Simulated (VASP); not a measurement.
Set up this calculation in VASP 6.6.1, as the native input.

- Task: single point
- Functional: RPBE
- Potentials or basis: VASP PAW PBE potentials, release 64 (C)
- Cutoff: 520 eV
- k mesh: 21 × 21 × 21
- Occupations: fermi-dirac, width 0.1 eV
- Spin: no spin polarisation
- Dipole correction: no
- Further INCAR settings: ALGO = Normal; EDIFF = 1e-07; NBANDS = 8

The structure of C lies in POSCAR:

```
C
1.0
   -1.1453518396      1.1453518396      1.1453518396
    1.1453518396     -1.1453518396      1.1453518396
    1.1453518396      1.1453518396     -1.1453518396
C
1
Direct
    0.0000000000      0.0000000000      0.0000000000
```

This cell differs from its parent crystal: volume scaled by 0.88.

The input as run:

INCAR

```
PREC = Accurate ; ENCUT = 520
EDIFF = 1E-7 ; ISMEAR = -1
SIGMA = 0.1 ; LREAL = F
LASPH = T ; NELM = 100
ALGO = Normal ; ISIF = 2
LWAVE = F ; LCHARG = T
GGA = RP ; LELF = T
LVHAR = T ; NBANDS = 8
```

KPOINTS

```
regular mesh
0
Gamma
  21 21 21
```

Potentials or basis: VASP PAW PBE potentials, release 64 (C).

The run is started by

```console
$ cat potpaw_PBE.64/C/POTCAR > POTCAR
$ mpirun -np 1 vasp_std > vasp.out
```

Results of the run:

```yaml
Pressure: 28.6 GPa
Band_gap_on_the_k_mesh: zero (band 2 reaches 20.33 eV, above the bottom of band 3 at 4.47 eV)
```

Caveat: the PAW data sets were made with another functional, which shifts forces and pressure a little.

Run time: 4 s on 1 thread of Intel(R) Xeon(R) Platinum 8559C (Emerald Rapids) (shared host), peak memory 0.11 GiB.
